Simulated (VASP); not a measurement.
Here is a VASP 6.6.1 calculation.

INCAR

```
SYSTEM = SiC
ALGO = Normal
EDIFF = 1E-7
ENCUT = 520
GGA = PE
ISIF = 2
ISMEAR = 0
ISPIN = 2
LASPH = .TRUE.
LCHARG = .FALSE.
LORBIT = 11
LREAL = .FALSE.
LWAVE = .FALSE.
MAGMOM = 0 1
NBANDS = 15
NELM = 150
PREC = Accurate
SIGMA = 0.1
```

File KPOINTS:

```
k-points
0
G
  6 6 6
  0 0 0
```

The input POSCAR:

```
SiC
1.0
    2.9942280100      0.0000000000      0.0000000000
   -1.4971140000      2.5930775200      0.0000000000
    0.0000000000      0.0000000000      2.9204160900
Si C
1 1
Direct
    0.0000000000      0.0000000000      0.0000000000
    0.6666666700      0.3333333300      0.5000000000
```

Potentials or basis: VASP PAW PBE potentials, release 64 (Si, C).

Run with:

```console
$ cat potpaw_PBE.64/Si/POTCAR potpaw_PBE.64/C/POTCAR > POTCAR
$ mpirun -np 1 vasp_std > vasp.out
```

(1) Predict the net moment.

(2) Predict the band gap on the k mesh.

(3) Estimate the pressure.

Results:

(1) 0.00 μB per cell.

(2) zero (filled and empty bands overlap).

(3) -27.1 GPa.

Caveat: the k points lie up to 0.40 Å⁻¹ apart.
